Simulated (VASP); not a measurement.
# Zr3Cl2 (R-3c) in VASP: notebook

Runs on Zr3Cl2. Level: PBE. Tasks: single point.

Program: VASP 6.6.1. These are calculated values, not measurements. Logs are shortened: lines on timing, memory, paths and dates and some standing lists are left out, and cuts for length are marked.

### Step 1. The cell of the first run

Symmetry: R-3c, No. 167, trigonal system. Conventional cell: a = 5.944 Å, b = 5.944 Å, c = 19.616 Å, α = 90.00°, β = 90.00°, γ = 120.00°. Within 3.3 Å of Zr (site symmetry 2) lie 4 Cl at 2.53 to 2.64 Å. Within 3.3 Å of Cl (site symmetry 3) lie 6 Zr at 2.53 to 2.64 Å and 1 Cl at 3.27 Å.

### Step 2. Single point, PBE

Contents of INCAR:

```
PREC = Accurate
ENCUT = 520
EDIFF = 1E-7
ISMEAR = 0
SIGMA = 0.1
LREAL = F
LASPH = T
NELM = 80
ALGO = Normal
ISIF = 2
LWAVE = F
LCHARG = F
GGA = PE
NBANDS = 61
```

Contents of KPOINTS:

```
Automatic mesh
0
Gamma
  3 3 3
```

Contents of POSCAR:

```
Zr3Cl2
1.0
    2.9722435451      1.7160256108      6.5388201711
   -2.9722435451      1.7160256108      6.5388201711
    0.0000000000     -3.4320512217      6.5388201711
Zr Cl
6 4
Direct
    0.0980958356      0.4019041644      0.7500000000
    0.7500000000      0.0980958356      0.4019041644
    0.4019041644      0.7500000000      0.0980958356
    0.9019041644      0.5980958356      0.2500000000
    0.2500000000      0.9019041644      0.5980958356
    0.5980958356      0.2500000000      0.9019041644
    0.8334584055      0.8334584055      0.8334584055
    0.6665415945      0.6665415945      0.6665415945
    0.1665415945      0.1665415945      0.1665415945
    0.3334584055      0.3334584055      0.3334584055
```

Potentials or basis: VASP PAW PBE potentials, release 64 (Zr_sv, Cl).

Launch:

```bash
$ cat potpaw_PBE.64/Zr_sv/POTCAR potpaw_PBE.64/Cl/POTCAR > POTCAR
$ mpirun -np 1 vasp_std > vasp.out
```

OUTCAR:

```text
PREC = Accurate
   ENCUT = 520
   EDIFF = 1E-7
   ISMEAR = 0
   LREAL = F
   LASPH = T
   NELM = 80
   ISIF = 2
   GGA = PE

 ion  position               nearest neighbor table
   1  0.098  0.402  0.750-   9 2.53  10 2.53   7 2.64   8 2.64   2 3.36   3 3.36   2 3.36   3 3.36
                             2 3.58   3 3.58   5 3.80   6 3.80   6 3.80   5 3.80   4 3.87   4 3.87
   2  0.750  0.098  0.402-   9 2.53  10 2.53   8 2.64   7 2.64   1 3.36   1 3.36   3 3.36   3 3.36
                             3 3.58   1 3.58   4 3.80   6 3.80   6 3.80   4 3.80   5 3.87   5 3.87
   3  0.402  0.750  0.098-  10 2.53   9 2.53   7 2.64   8 2.64   1 3.36   1 3.36   2 3.36   2 3.36
                             2 3.58   1 3.58   4 3.80   5 3.80   5 3.80   4 3.80   6 3.87   6 3.87
   4  0.902  0.598  0.250-   7 2.53   8 2.53   9 2.64  10 2.64   6 3.36   5 3.36   6 3.36   5 3.36
                             5 3.58   6 3.58   3 3.80   2 3.80   3 3.80   2 3.80   1 3.87   1 3.87
   5  0.250  0.902  0.598-   7 2.53   8 2.53  10 2.64   9 2.64   4 3.36   4 3.36   6 3.36   6 3.36
                             6 3.58   4 3.58   1 3.80   3 3.80   3 3.80   1 3.80   2 3.87   2 3.87
   6  0.598  0.250  0.902-   8 2.53   7 2.53   9 2.64  10 2.64   4 3.36   4 3.36   5 3.36   5 3.36
                             5 3.58   4 3.58   1 3.80   2 3.80   2 3.80   1 3.80   3 3.87   3 3.87
   7  0.833  0.833  0.833-   5 2.53   4 2.53   6 2.53   3 2.64   2 2.64   1 2.64
   8  0.667  0.667  0.667-   6 2.53   4 2.53   5 2.53   2 2.64   3 2.64   1 2.64
   9  0.167  0.167  0.167-   2 2.53   1 2.53   3 2.53   6 2.64   5 2.64   4 2.64
  10  0.333  0.333  0.333-   3 2.53   1 2.53   2 2.53   5 2.64   6 2.64   4 2.64

  LATTYP: Found a trigonal (rhomboedric) cell.
 ALAT       =     7.3847914539
 COS(alpha) =     0.6760169347

  Lattice vectors:

 A1 = (   2.9722435451,   1.7160256108,   6.5388201711)
 A2 = (  -2.9722435451,   1.7160256108,   6.5388201711)
 A3 = (   0.0000000000,  -3.4320512217,   6.5388201711)

Analysis of symmetry for initial positions (statically):
=====================================================================
 Subroutine PRICEL returns:
 Original cell was already a primitive cell.

 Routine SETGRP: Setting up the symmetry group for a
 trigonal (rhombohedral) supercell.

 Subroutine GETGRP returns: Found 12 space group operations
 (whereof  6 operations were pure point group operations)
 out of a pool of 12 trial point group operations.

The static configuration has the point symmetry S_6 .
 The point group associated with its full space group is D_3d.

Analysis of symmetry for dynamics (positions and initial velocities):
=====================================================================
 Subroutine PRICEL returns:
 Original cell was already a primitive cell.

 Routine SETGRP: Setting up the symmetry group for a
[... 119 lines left out ...]
   ISMEAR =     0;   SIGMA  =   0.10  broadening in eV -4-tet -1-fermi 0-gaus
   EFERMI_NEDOS =   21; number of points for ismear=-14 and -15
   IALGO  =     38    algorithm
   IMIX   =      4    mixing-type and parameters
     AMIX     =   0.40;   BMIX     =  1.00
     AMIX_MAG =   1.60;   BMIX_MAG =  1.00
  volume/ion in A,a.u.               =      20.01       135.04
  Fermi-wavevector in a.u.,A,eV,Ry     =   1.299138  2.455015 22.963357  1.687759
  Thomas-Fermi vector in A             =   2.430421
   LORBIT       =      0    0 simple, 1 ext, 2 COOP (PROOUT), +10 PAW based schemes
   GGA     = PE    functional components
   LHFCALC =     F    Hartree Fock is set to
   AEXX    =    0.0000 exact exchange contribution
   IVDW    =     0    specifies the selected vdW correction
   LEPSILON=     F    determine dielectric tensor
   LRPA    =     F    only Hartree local field effects (RPA)
 non-spin polarized calculation
 Gauss-broadening in eV      SIGMA  =   0.10
  energy-cutoff  :      520.00
  volume of cell :      200.11
 maximum number of plane-waves:      5399
   NGX = 27   NGY = 27   NGZ = 27

 number of electron     100.0000001 magnetization

 Free energy of the ion-electron system (eV)
  ---------------------------------------------------
  ext. energy  EPLUGINS =         0.00000000
  ---------------------------------------------------
  free energy    TOTEN  =       -61.85050848 eV

  energy without entropy =      -61.81769183  energy(sigma->0) =      -61.83410016

 E-fermi :   9.9650     XC(G=0): -11.0293

 val. band max:        9.9370581894   @ k =  -0.3333   0.3333   0.0000
 cond. band min:      10.0382998369   @ k =   0.3333  -0.0000   0.0000
 fundamental gap:      0.1012416475
 Fermi energy:         9.9650278539

 k-point     1 :       0.0000    0.0000    0.0000
  band No.  band energies     occupation
      1     -39.8277      2.00000
      2     -39.8094      2.00000
      3     -39.7671      2.00000
      4     -39.7671      2.00000
      5     -39.7669      2.00000
      6     -39.7669      2.00000
[... 373 lines left out ...]
     60      11.5682      0.00000
     61      11.7725      0.00000

------------------------ aborting loop because EDIFF is reached ----------------------------------------

  FORCE on cell =-STRESS in cart. coord.  units (eV):
  Direction    XX          YY          ZZ          XY          YZ          ZX
  --------------------------------------------------------------------------------------
  -------------------------------------------------------------------------------------
  Total        0.0783025      0.0783025      0.1808922      0.0000000     -0.0000000      0.0000000
  in kB        0.6269422      0.6269422      1.4483434      0.0000000     -0.0000000      0.0000000
  external PRESSURE =       0.9007426 kB  Pullay stress =       0.0000000 kB

 VOLUME and BASIS-vectors are now :
 -----------------------------------------------------------------------------
  energy-cutoff  :      520.00
  volume of cell :      200.11
      direct lattice vectors                 reciprocal lattice vectors
     2.972243545  1.716025611  6.538820171     0.168223092  0.097123648  0.050977596
    -2.972243545  1.716025611  6.538820171    -0.168223092  0.097123648  0.050977596
     0.000000000 -3.432051222  6.538820171     0.000000000 -0.194247295  0.050977596

 POSITION                                       TOTAL-FORCE (eV/Angst)
 -----------------------------------------------------------------------------------
     -0.90299     -1.71603      8.17353         0.016586     -0.000000     -0.000000
      1.93762      0.07600      8.17353        -0.008293      0.014364     -0.000000
     -1.03463      1.64003      8.17353        -0.008293     -0.014364     -0.000000
      0.90299      1.71603     11.44294        -0.016586     -0.000000     -0.000000
     -1.93762     -0.07600     11.44294         0.008293     -0.014364     -0.000000
      1.03463     -1.64003     11.44294         0.008293      0.014364     -0.000000
      0.00000     -0.00000     16.34950        -0.000000     -0.000000      0.020091
      0.00000     -0.00000     13.07519        -0.000000      0.000000     -0.020091
      0.00000     -0.00000      3.26696        -0.000000      0.000000     -0.020091
      0.00000     -0.00000      6.54127        -0.000000     -0.000000      0.020091
 -----------------------------------------------------------------------------------
    total drift:                                0.000000     -0.000000      0.000000

  FREE ENERGIE OF THE ION-ELECTRON SYSTEM (eV)
  ---------------------------------------------------
  free  energy   TOTEN  =       -61.8505084793 eV

  energy  without entropy=      -61.8176918346  energy(sigma->0) =      -61.83410016
```

stdout:

```text
POSCAR found type information on POSCAR ZrCl
 POSCAR found :  2 types and      10 ions
 scaLAPACK will be used
 LDA part: xc-table for (Slater+PW92), standard interpolation
 POSCAR, INCAR and KPOINTS ok, starting setup
 FFT: planning ... GRIDC
 FFT: planning ... GRID_SOFT
 FFT: planning ... GRID
 WAVECAR not read
 entering main loop
```

Run time: 87 s. Hardware: 1 thread of Intel Xeon 6975P-C (Granite Rapids), shared host; peak memory 0.43 GiB.

What came out:

| Quantity | Value |
| --- | --- |
| Free energy | -61.8505 eV |
| Pressure | 0.1 GPa |
| Largest force | 0.020 eV/Å |
| Band gap on the k mesh | zero (band 50 reaches 9.94 eV, above the bottom of band 51 at 9.54 eV) |

Forces on the atoms (eV/Å):
```
Zr   0.017  0.000  0.000
Zr  -0.008  0.014  0.000
Zr  -0.008 -0.014  0.000
Zr  -0.017  0.000  0.000
Zr   0.008 -0.014  0.000
Zr   0.008  0.014  0.000
Cl   0.000  0.000  0.020
Cl   0.000  0.000 -0.020
Cl   0.000  0.000 -0.020
Cl   0.000  0.000  0.020
```

Levels at points of the mesh, in eV from the Fermi level:
| k point | band 47 | band 48 | band 49 | band 50 | band 51 | band 52 | band 53 | band 54 |
| --- | --- | --- | --- | --- | --- | --- | --- | --- |
| (0.00, 0.00, 0.00) | -0.80 | -0.80 | -0.74 | -0.74 | -0.43 | -0.43 | 0.30 | 0.30 |

Caveat: the k points lie up to 0.42 Å⁻¹ apart.

### Step 3. Single point, PBE

This run uses another cell than the first one, of 20.47 Å³/atom, 1.023 times its volume.

Contents of INCAR:

```
PREC = Accurate
ENCUT = 520
EDIFF = 1E-6
ISMEAR = 0
SIGMA = 0.1
LREAL = False
LASPH = True
NELM = 80
ALGO = Normal
ISIF = 2
LWAVE = False
LCHARG = True
GGA = PE
LELF = True
LVHAR = True
NBANDS = 61
```

Contents of KPOINTS:

```
regular mesh
0
Gamma
  3 3 3
```

Contents of POSCAR:

```
Zr3Cl2
1.0
    3.1900950851      1.8418022561      5.8064521135
   -3.1900950851      1.8418022561      5.8064521135
    0.0000000000     -3.6836045124      5.8064521135
Zr Cl
6 4
Direct
    0.0562500000      0.4437500000      0.7500000000
    0.7500000000      0.0562500000      0.4437500000
    0.4437500000      0.7500000000      0.0562500000
    0.9437500000      0.5562500000      0.2500000000
    0.2500000000      0.9437500000      0.5562500000
    0.5562500000      0.2500000000      0.9437500000
    0.8521800000      0.8521800000      0.8521800000
    0.6478200000      0.6478200000      0.6478200000
    0.1478200000      0.1478200000      0.1478200000
    0.3521800000      0.3521800000      0.3521800000
```

Potentials or basis: VASP PAW PBE potentials, release 64 (Zr_sv, Cl).

Launch:

```bash
$ cat potpaw_PBE.64/Zr_sv/POTCAR potpaw_PBE.64/Cl/POTCAR > POTCAR
$ mpirun -np 1 vasp_std > vasp.out
```

Run time: 74 s. Hardware: 1 thread of Intel Xeon 6975P-C (Granite Rapids), shared host; peak memory 0.4 GiB.

The run converged. Its results:

- Free energy: -60.9072 eV
- Pressure: -0.8 GPa
- Largest force: 0.594 eV/Å
- Band gap on the k mesh: zero (band 50 reaches 9.80 eV, above the bottom of band 51 at 9.04 eV)

Forces on the atoms (eV/Å):
```
Zr   0.014  0.000  0.000
Zr  -0.007  0.012  0.000
Zr  -0.007 -0.012  0.000
Zr  -0.014  0.000  0.000
Zr   0.007 -0.012  0.000
Zr   0.007  0.012  0.000
Cl   0.000  0.000 -0.594
Cl   0.000  0.000  0.594
Cl   0.000  0.000  0.594
Cl   0.000  0.000 -0.594
```

Stress tensor (GPa, compression positive):
```
-0.92  0.00  0.00
 0.00 -0.92  0.00
 0.00  0.00 -0.47
```

Levels at points of the mesh, in eV from the Fermi level:
| k point | band 48 | band 49 | band 50 | band 51 | band 52 | band 53 |
| --- | --- | --- | --- | --- | --- | --- |
| (0.00, 0.00, 0.00) | -0.97 | -0.97 | -0.62 | -0.62 | -0.16 | 0.16 |

Caveat: the k points lie up to 0.40 Å⁻¹ apart.
